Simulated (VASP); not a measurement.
# Si32O (a cell with a defect) in VASP: notebook

Runs on Si32O (a cell with a defect). Level: PBEsol. Tasks: single point.

Everything below comes from runs of VASP 6.6.1. Logs are shortened: lines on timing, memory, paths and dates and some standing lists are left out, and cuts for length are marked.

### 1 The cell of the first run

The cell holds a defect, 33 atoms: a = 9.412 Å, b = 9.412 Å, c = 9.412 Å, α = 109.47°, β = 109.47°, γ = 109.47°.

### 2 Single point, PBEsol (with an interstitial atom, then relaxed in part)

Contents of INCAR:

```
SYSTEM = Si32O
ALGO     = Normal         ! electronic algorithm
EDIFF    = 1E-6           ! SCF threshold, eV
ENCUT    = 520            ! plane-wave cutoff, eV
GGA      = PS             ! functional
ISIF     = 2              ! what is computed and relaxed
ISMEAR   = 0              ! smearing method
LASPH    = .TRUE.         ! aspherical terms in the spheres
LCHARG   = .FALSE.        ! write CHGCAR
LREAL    = Auto         
LWAVE    = .FALSE.        ! write WAVECAR
NBANDS   = 89             ! bands
NELM     = 80             ! most SCF steps
PREC     = Accurate       ! precision mode
SIGMA    = 0.02           ! smearing width, eV
```

Contents of KPOINTS:

```
Automatic mesh
0
Gamma
  2 2 2
  0.5 0.5 0.5
```

Contents of POSCAR:

```
Si32O
1.0
   -5.4338342764      5.4338342764     -5.4338342764
    5.4338342764     -5.4338342764     -5.4338342764
   -5.4338342764     -5.4338342764      5.4338342764
Si O
32 1
Direct
    0.5007298457      0.0013189540      0.2473525388
    0.2472683183      1.0013350826      0.5009102027
    0.9987913292      1.0054939406      0.7892171884
    0.7518843113      0.7539952163      0.2540053410
    0.7893093473      1.0055585034      0.9989350489
    0.4787768292      0.7284193275      0.4788614959
    0.2538964996      0.7540120009      0.7520268037
   -0.0014386583      0.4987281965      0.2543540922
    0.9998065910      0.7342154452      0.9999182521
    0.7469151337      0.5009261048      0.4993375643
    0.4992314288      0.5009474250      0.7470638523
    0.2177984196      0.2248329536      0.2179387241
    0.2541757577      0.4986641333     -0.0013496819
    0.9992341070      0.2500404481      0.5183898257
    0.7446926743      0.2446526333      0.7447776576
    0.5182647432      0.2500004784     -0.0006621404
    0.7464724037      0.2517006702      0.4999931993
    0.4999345160      0.2517293826      0.7466240905
    0.2771555117      0.2598901958      0.0007313352
   -0.0004275352     -0.0004043408      0.5142547208
    0.0006586268      0.2599618548      0.2773214037
    0.7184745123     -0.0194384678      0.7185666406
    0.5141584526     -0.0004581630     -0.0003387157
    0.2454741862      0.7505384208      0.4987852013
    0.2450882764     -0.0054985556      0.2452381212
    0.0000476167      0.7468789676      0.7536886752
    0.7535944918      0.7468804017      0.0001695340
    0.4859900540      0.4834744079      0.4861107066
    0.4986217831      0.7505168502      0.2455279689
    0.2528384807      0.5045878657      0.7524819679
   -0.0000192860      0.4848325785      0.0001242022
    0.7523465673      0.5045677725      0.2529571675
   -0.0024313751      0.0802876144     -0.0023275277
```

Potentials or basis: VASP PAW PBE potentials, release 64 (Si, O).

Started as:

```
$ cat potpaw_PBE.64/Si/POTCAR potpaw_PBE.64/O/POTCAR > POTCAR
$ mpirun -np 1 vasp_std > vasp.out
```

OUTCAR:

```text
SYSTEM = Si32O
   EDIFF = 1E-6
   ENCUT = 520
   GGA = PS
   ISIF = 2
   ISMEAR = 0
   LASPH = .TRUE.
   LREAL = Auto
   NELM = 80
   PREC = Accurate

 ion  position               nearest neighbor table
   1  0.501  0.001  0.247-  29 2.35  17 2.35  23 2.37  25 2.38
   2  0.247  0.001  0.501-  24 2.35  18 2.35  20 2.37  25 2.38
   3  0.999  0.005  0.789-  33 1.86  26 2.35  19 2.39  22 2.40  20 2.57
   4  0.752  0.754  0.254-  32 2.35  29 2.35  20 2.37  27 2.37
   5  0.789  0.006  0.999-  33 1.85  27 2.35  21 2.39  22 2.40  23 2.57
   6  0.479  0.728  0.479-  22 2.30  29 2.34  24 2.34  28 2.35
   7  0.254  0.754  0.752-  30 2.35  24 2.35  23 2.37  26 2.37
   8  0.999  0.499  0.254-  32 2.33  24 2.33  21 2.33  31 2.36
   9  1.000  0.734  1.000-  31 2.35  25 2.36  27 2.36  26 2.36
  10  0.747  0.501  0.499-  17 2.35  32 2.35  28 2.36  26 2.36
  11  0.499  0.501  0.747-  18 2.35  30 2.35  28 2.36  27 2.36
  12  0.218  0.225  0.218-  33 1.95  25 2.35  21 2.38  19 2.38  28 2.50
  13  0.254  0.499  0.999-  30 2.33  29 2.33  19 2.33  31 2.36
  14  0.999  0.250  0.518-  21 2.31  17 2.33  30 2.34  20 2.35
  15  0.745  0.245  0.745-  17 2.33  18 2.33  22 2.33  31 2.36
  16  0.518  0.250  0.999-  19 2.31  18 2.33  32 2.34  23 2.35
  17  0.746  0.252  0.500-  15 2.33  14 2.33  10 2.35   1 2.35
  18  0.500  0.252  0.747-  15 2.33  16 2.33  11 2.35   2 2.35
[... 12 lines left out ...]
  31  1.000  0.485  0.000-   9 2.35   8 2.36  13 2.36  15 2.36
  32  0.752  0.505  0.253-   8 2.33  16 2.34   4 2.35  10 2.35
  33  0.998  0.080  0.998-   5 1.85   3 1.86  12 1.95

  LATTYP: Found a body centered cubic cell.
 ALAT       =    10.8676685528

  Lattice vectors:

 A1 = (  -5.4338342764,   5.4338342764,  -5.4338342764)
 A2 = (   5.4338342764,  -5.4338342764,  -5.4338342764)
 A3 = (  -5.4338342764,  -5.4338342764,   5.4338342764)

Analysis of symmetry for initial positions (statically):
=====================================================================
 Subroutine PRICEL returns:
 Original cell was already a primitive cell.

 Routine SETGRP: Setting up the symmetry group for a
 body centered cubic supercell.

 Subroutine GETGRP returns: Found  1 space group operations
 (whereof  1 operations were pure point group operations)
 out of a pool of 48 trial point group operations.

The static configuration has the point symmetry C_1 .

Analysis of symmetry for dynamics (positions and initial velocities):
=====================================================================
 Subroutine PRICEL returns:
 Original cell was already a primitive cell.

 Routine SETGRP: Setting up the symmetry group for a
 body centered cubic supercell.

 Subroutine GETGRP returns: Found  1 space group operations
 (whereof  1 operations were pure point group operations)
 out of a pool of 48 trial point group operations.

The dynamic configuration has the point symmetry C_1 .

 Subroutine INISYM returns: Found  1 space group operations
 (whereof  1 operations are pure point group operations),
 and found     1 'primitive' translations

----------------------------------------------------------------------------------------

                                     Primitive cell

  volume of cell :     641.7696

  direct lattice vectors                    reciprocal lattice vectors
    -5.433834276  5.433834276 -5.433834276    -0.092016056  0.000000000 -0.092016056
     5.433834276 -5.433834276 -5.433834276     0.000000000 -0.092016056 -0.092016056
    -5.433834276 -5.433834276  5.433834276    -0.092016056 -0.092016056  0.000000000

  length of vectors
     9.411677047  9.411677047  9.411677047     0.130130355  0.130130355  0.130130355

  position of ions in fractional coordinates (direct lattice)
     0.500729846  0.001318954  0.247352539
     0.247268318  0.001335083  0.500910203
     0.998791329  0.005493941  0.789217188
     0.751884311  0.753995216  0.254005341
     0.789309347  0.005558503  0.998935049
     0.478776829  0.728419327  0.478861496
[... 25 lines left out ...]
     0.752346567  0.504567773  0.252957167
     0.997568625  0.080287614  0.997672472

  ion indices of the primitive-cell ions
   primitive index   ion index
                 1           1
                 2           2
                 3           3
                 4           4
                 5           5
                 6           6
[... 25 lines left out ...]
                32          32
                33          33

----------------------------------------------------------------------------------------

 KPOINTS: Automatic mesh

Automatic generation of k-mesh.
 Grid dimensions read from file:
 generate k-points for:    2    2    2

 Generating k-lattice:

  Cartesian coordinates                     Fractional coordinates (reciprocal lattice)
    -0.046008028  0.000000000 -0.046008028     0.500000000  0.000000000  0.000000000
     0.000000000 -0.046008028 -0.046008028     0.000000000  0.500000000  0.000000000
    -0.046008028 -0.046008028  0.000000000     0.000000000  0.000000000  0.500000000

  Length of vectors
     0.065065177  0.065065177  0.065065177

  Shift w.r.t. Gamma in fractional coordinates (k-lattice)
     0.500000000  0.500000000  0.500000000

 Subroutine IBZKPT returns following result:
 ===========================================

 Found      4 irreducible k-points:

 Following reciprocal coordinates:
            Coordinates               Weight
  0.250000  0.250000  0.250000      2.000000
 -0.250000  0.250000  0.250000      2.000000
  0.250000 -0.250000  0.250000      2.000000
  0.250000  0.250000 -0.250000      2.000000
   k-points           NKPTS =      4   k-points in BZ     NKDIM =      4   number of bands    NBANDS=     89
   number of dos      NEDOS =    301   number of ions     NIONS =     33
   total plane-waves  NPLWV = 343000
   dimension x,y,z NGX =    70 NGY =   70 NGZ =   70
   dimension x,y,z NGXF=   140 NGYF=  140 NGZF=  140
   ions per type =              32   1
   NGX,Y,Z   is equivalent  to a cutoff of  12.36, 12.36, 12.36 a.u.
   NGXF,Y,Z  is equivalent  to a cutoff of  24.73, 24.73, 24.73 a.u.
 SYSTEM =  Si32O
   PREC   = accura    normal or accurate (medium, high low for compatibility)
   ISTART =      0    job   : 0-new  1-cont  2-samecut
   ICHARG =      2    charge: 1-file 2-atom 10-const
   ISPIN  =      1    spin polarized calculation?
   LNONCOLLINEAR =      F non collinear calculations
   LSORBIT =      F    spin-orbit coupling
   LASPH  =      T    aspherical Exc in radial PAW
   ENCUT  =  520.0 eV  38.22 Ry    6.18 a.u.  17.50 17.50 17.50*2*pi/ulx,y,z
   NELM   =     80;   NELMIN=  2; NELMDL= -5     # of ELM steps
   EDIFF  = 0.1E-05   stopping-criterion for ELM
   LREAL  =      T    real-space projection
   EDIFFG = 0.1E-04   stopping-criterion for IOM
   NSW    =      0    number of steps for IOM
   IBRION =     -1    ionic relax: 0-MD 1-quasi-New 2-CG
   NFREE  =      0    steps in history (QN), initial steepest desc. (CG)
   ISIF   =      2    stress and relaxation
   ISYM   =      2    0-nonsym 1-usesym 2-fastsym
   POTIM  = 0.5000    time-step for ionic-motion
   TEBEG  =    0.0;   TEEND  =   0.0 temperature during run
   PSTRESS=    0.0 pullay stress
   NELECT =     134.0000    total number of electrons
   NUPDOWN=      -1.0000    fix difference up-down
   EMIN   =  10.00;   EMAX   =-10.00  energy-range for DOS
   EFERMI =   0.00;   METHOD = LEGACY
   ISMEAR =     0;   SIGMA  =   0.02  broadening in eV -4-tet -1-fermi 0-gaus
   EFERMI_NEDOS =   21; number of points for ismear=-14 and -15
   IALGO  =     38    algorithm
   IMIX   =      4    mixing-type and parameters
     AMIX     =   0.40;   BMIX     =  1.00
     AMIX_MAG =   1.60;   BMIX_MAG =  1.00
  volume/ion in A,a.u.               =      19.45       131.24
  Fermi-wavevector in a.u.,A,eV,Ry     =   0.971218  1.835336 12.833891  0.943264
  Thomas-Fermi vector in A             =   2.101417
   LORBIT       =      0    0 simple, 1 ext, 2 COOP (PROOUT), +10 PAW based schemes
   GGA     = PS    functional components
   LHFCALC =     F    Hartree Fock is set to
   AEXX    =    0.0000 exact exchange contribution
   IVDW    =     0    specifies the selected vdW correction
   LEPSILON=     F    determine dielectric tensor
   LRPA    =     F    only Hartree local field effects (RPA)
 non-spin polarized calculation
 Gauss-broadening in eV      SIGMA  =   0.02
  energy-cutoff  :      520.00
  volume of cell :      641.77
 maximum number of plane-waves:     17304
 NGX is ok and might be reduce to    70
   NGX = 35   NGY = 35   NGZ = 35

 number of electron     133.9999997 magnetization

 Free energy of the ion-electron system (eV)
  ---------------------------------------------------
  ext. energy  EPLUGINS =         0.00000000
  ---------------------------------------------------
  free energy    TOTEN  =      -188.92234998 eV

  energy without entropy =     -188.92015391  energy(sigma->0) =     -188.92125194

 E-fermi :   5.8355     XC(G=0):  -9.6255

 val. band max:        5.8152470702   @ k =   0.2500   0.2500   0.2500
 cond. band min:       5.8605293218   @ k =   0.2500   0.2500  -0.2500
 fundamental gap:      0.0452822517
 Fermi energy:         5.8354822779

 k-point     1 :       0.2500    0.2500    0.2500
  band No.  band energies     occupation
      1     -14.4786      2.00000
      2      -5.3968      2.00000
      3      -5.3902      2.00000
      4      -5.3665      2.00000
      5      -4.9282      2.00000
      6      -4.2033      2.00000
[... 71 lines left out ...]
     78       7.4646      0.00000
     79       7.6022      0.00000

 k-point     2 :      -0.2500    0.2500    0.2500
  band No.  band energies     occupation
      1     -14.4786      2.00000
      2      -5.7830      2.00000
      3      -4.9579      2.00000
      4      -4.8819      2.00000
      5      -4.7921      2.00000
      6      -4.6131      2.00000
[... 71 lines left out ...]
     78       8.1645      0.00000
     79       8.2487      0.00000

 k-point     3 :       0.2500   -0.2500    0.2500
  band No.  band energies     occupation
      1     -14.4786      2.00000
      2      -5.7819      2.00000
      3      -4.9668      2.00000
      4      -4.8718      2.00000
      5      -4.8012      2.00000
      6      -4.6053      2.00000
[... 71 lines left out ...]
     78       8.1624      0.00000
     79       8.2566      0.00000

 k-point     4 :       0.2500    0.2500   -0.2500
  band No.  band energies     occupation
      1     -14.4786      2.00000
      2      -5.7830      2.00000
      3      -4.9582      2.00000
      4      -4.8818      2.00000
      5      -4.7923      2.00000
      6      -4.6130      2.00000
[... 71 lines left out ...]
     78       8.1646      0.00000
     79       8.2487      0.00000
 [bands above 79 left out]

------------------------ aborting loop because EDIFF is reached ----------------------------------------

  FORCE on cell =-STRESS in cart. coord.  units (eV):
  Direction    XX          YY          ZZ          XY          YZ          ZX
  --------------------------------------------------------------------------------------
  -------------------------------------------------------------------------------------
  Total        3.4228421      1.9401647      1.9361561     -0.0193559      1.1595841     -0.0211821
  in kB        8.5451225      4.8436195      4.8336120     -0.0483219      2.8949006     -0.0528812
  external PRESSURE =       6.0741180 kB  Pullay stress =       0.0000000 kB

 VOLUME and BASIS-vectors are now :
 -----------------------------------------------------------------------------
  energy-cutoff  :      520.00
  volume of cell :      641.77
      direct lattice vectors                 reciprocal lattice vectors
    -5.433834276  5.433834276 -5.433834276    -0.092016056  0.000000000 -0.092016056
     5.433834276 -5.433834276 -5.433834276     0.000000000 -0.092016056 -0.092016056
    -5.433834276 -5.433834276  5.433834276    -0.092016056 -0.092016056  0.000000000

 POSITION                                       TOTAL-FORCE (eV/Angst)
 -----------------------------------------------------------------------------------
     -4.05779      1.36964     -1.38398        -0.003917     -0.004604      0.005573
     -4.05822     -1.38550      1.37099        -0.002679      0.006684     -0.005202
     -9.68589      1.10894     -1.16864         0.027045      0.032752     -0.026944
     -1.36875     -1.39169     -6.80248         0.000050      0.000854     -0.004185
     -9.68682     -1.16928      1.10887         0.030543     -0.027500      0.040623
     -1.24554     -3.95857     -3.95765         0.000210     -0.001813      0.000531
[... 25 lines left out ...]
     -2.72092     -0.02814     -5.45534        -0.001911     -0.000187     -0.000539
    -10.40554     -0.43683     -0.43571        -0.013685     -0.006113     -0.010394
 -----------------------------------------------------------------------------------
    total drift:                                0.000185     -0.008333     -0.009659

  FREE ENERGIE OF THE ION-ELECTRON SYSTEM (eV)
  ---------------------------------------------------
  free  energy   TOTEN  =      -188.9223499770 eV

  energy  without entropy=     -188.9201539094  energy(sigma->0) =     -188.92125194
```

It took 4.8 min on 1 thread of Intel Xeon 6975P-C (Granite Rapids), shared host; peak memory 0.72 GiB.

What came out:

```yaml
Free_energy: -188.9223 eV
Pressure: 0.6 GPa
Largest_force: 0.058 eV/Å
Band_gap_on_the_k_mesh: 0.05 eV
```

Forces in eV/Å, atoms in the order of the input:
```
Si  -0.004 -0.005  0.006
Si  -0.003  0.007 -0.005
Si   0.027  0.033 -0.027
Si   0.000  0.001 -0.004
Si   0.031 -0.028  0.041
Si   0.000 -0.002  0.001
Si   0.000 -0.001  0.000
Si   0.000  0.001  0.002
Si   0.002 -0.005 -0.006
Si   0.001  0.005 -0.002
Si   0.002  0.000  0.005
Si   0.000  0.006  0.002
Si  -0.002  0.001 -0.001
Si  -0.002 -0.004  0.001
Si  -0.006  0.000  0.002
Si  -0.003  0.001 -0.004
Si   0.005  0.004 -0.003
Si   0.007 -0.003  0.004
Si  -0.004  0.001 -0.004
Si  -0.008 -0.010  0.014
Si  -0.003 -0.005  0.001
Si   0.000  0.002  0.002
Si  -0.008  0.011 -0.014
Si   0.002  0.001  0.000
Si  -0.007  0.001  0.002
Si  -0.005 -0.001  0.001
Si  -0.005 -0.001  0.000
Si   0.003 -0.002  0.000
Si   0.002  0.000  0.002
Si  -0.004  0.000  0.000
Si  -0.001 -0.001 -0.003
Si  -0.002  0.000 -0.001
O   -0.014 -0.006 -0.010
```

Caveat: the cell differs from its parent crystal (with an interstitial atom, then relaxed in part); the PAW data sets were made with another functional, which shifts forces and pressure a little.

### 3 Single point, PBEsol

Contents of INCAR:

```
SYSTEM = Si32O
  PREC = Accurate
  ENCUT = 520
  EDIFF = 1E-6
  ISMEAR = 0
  SIGMA = 0.02
  LREAL = Auto
  LASPH = .True.
  NELM = 100
  ALGO = Normal
  ISIF = 2
  LWAVE = .False.
  LCHARG = .False.
  GGA = PS
  NBANDS = 89
```

KPOINTS is that of step 2.

Contents of POSCAR:

```
Si32O
1.0
   -5.4338342764      5.4338342764     -5.4338342764
    5.4338342764     -5.4338342764     -5.4338342764
   -5.4338342764     -5.4338342764      5.4338342764
Si O
32 1
Direct
    0.5010403081      0.0010403335      0.2475627580
    0.2475787688      1.0010563855      0.5011204541
    0.9991017804      1.0052152352      0.7894273697
    0.7521947288      0.7537164904      0.2542155189
    0.7896197752      1.0052798304      0.9991453040
    0.4790873014      0.7281406275      0.4790717507
    0.2542069614      0.7537333293      0.7522370562
   -0.0011281168      0.4984495960      0.2545643517
    1.0001170856      0.7339368109      1.0001284956
    0.7472255857      0.5006473995      0.4995478077
    0.4995419186      0.5006688393      0.7472740782
    0.2181088785      0.2245543272      0.2181489975
    0.2544862301      0.4983855529     -0.0011394348
    0.9995445617      0.2497617577      0.5186000081
    0.7450032140      0.2443740336      0.7449879393
    0.5185751638      0.2497218227     -0.0004518909
    0.7467828045      0.2514220034      0.5002034221
    0.5002450133      0.2514507124      0.7468343335
    0.2774659519      0.2596115244      0.0009415083
   -0.0001171364     -0.0006830352      0.5144648986
    0.0009691131      0.2596832049      0.2775315594
    0.7187849871     -0.0197171085      0.7187767976
    0.5144688553     -0.0007368646     -0.0001285464
    0.2457846397      0.7502598152      0.4989954353
    0.2453987244     -0.0057772281      0.2454483210
    0.0003580345      0.7466002446      0.7538988662
    0.7539049392      0.7466017169      0.0003797503
    0.4863005321      0.4831958184      0.4863209597
    0.4989323123      0.7502382834      0.2457382636
    0.2531488687      0.5043091785      0.7526921676
    0.0002912308      0.4845539753      0.0003344784
    0.7526570175      0.5042891190      0.2531674560
   -0.0021208781      0.0800089730     -0.0021172895
```

Potentials or basis: VASP PAW PBE potentials, release 64 (Si, O).

Started as:

```
$ cat potpaw_PBE.64/Si/POTCAR potpaw_PBE.64/O/POTCAR > POTCAR
$ mpirun -np 1 vasp_std > vasp.out
```

It took 4.2 min on 1 thread of Intel Xeon 6975P-C (Granite Rapids), shared host; peak memory 0.72 GiB.

It converged, with:

```
Free energy            : -188.9223 eV
Pressure               : 0.6 GPa
Largest force          : 0.058 eV/Å
Band gap on the k mesh : 0.05 eV
```

Forces in eV/Å, atoms in the order of the input:
```
Si  -0.004 -0.005  0.006
Si  -0.003  0.007 -0.007
Si   0.027  0.033 -0.027
Si   0.001  0.001 -0.004
Si   0.030 -0.028  0.040
Si  -0.002 -0.001  0.001
Si   0.002 -0.001  0.001
Si   0.001  0.000  0.002
Si   0.003 -0.006 -0.006
Si   0.001  0.005 -0.002
Si   0.002  0.000  0.005
Si   0.001  0.006  0.001
Si  -0.001  0.001 -0.001
Si  -0.002 -0.004  0.002
Si  -0.006  0.000  0.002
Si  -0.004  0.001 -0.004
Si   0.004  0.004 -0.002
Si   0.006 -0.003  0.003
Si  -0.004  0.000 -0.004
Si  -0.005 -0.012  0.015
Si  -0.003 -0.005  0.000
Si   0.000  0.001  0.002
Si  -0.006  0.010 -0.015
Si   0.002  0.001  0.000
Si  -0.009  0.002  0.002
Si  -0.006  0.000  0.002
Si  -0.006 -0.001  0.001
Si   0.003 -0.001  0.001
Si   0.002  0.001  0.001
Si  -0.003  0.001  0.000
Si  -0.001 -0.001 -0.003
Si  -0.002 -0.001  0.001
O   -0.017 -0.005 -0.009
```

Stress tensor (GPa, compression positive):
```
 0.86 -0.01 -0.01
-0.01  0.49  0.29
-0.01  0.29  0.48
```

Levels at points of the mesh, in eV from the valence-band top:
| k point | band 63 | band 64 | band 65 | band 66 | band 67 | band 68 | band 69 | band 70 | band 71 | band 72 |
| --- | --- | --- | --- | --- | --- | --- | --- | --- | --- | --- |
| (0.25, 0.25, 0.25) | -0.73 | -0.72 | -0.66 | -0.55 | 0.00 | 0.06 | 1.34 | 1.35 | 1.42 | 1.44 |

Caveat: the PAW data sets were made with another functional, which shifts forces and pressure a little.
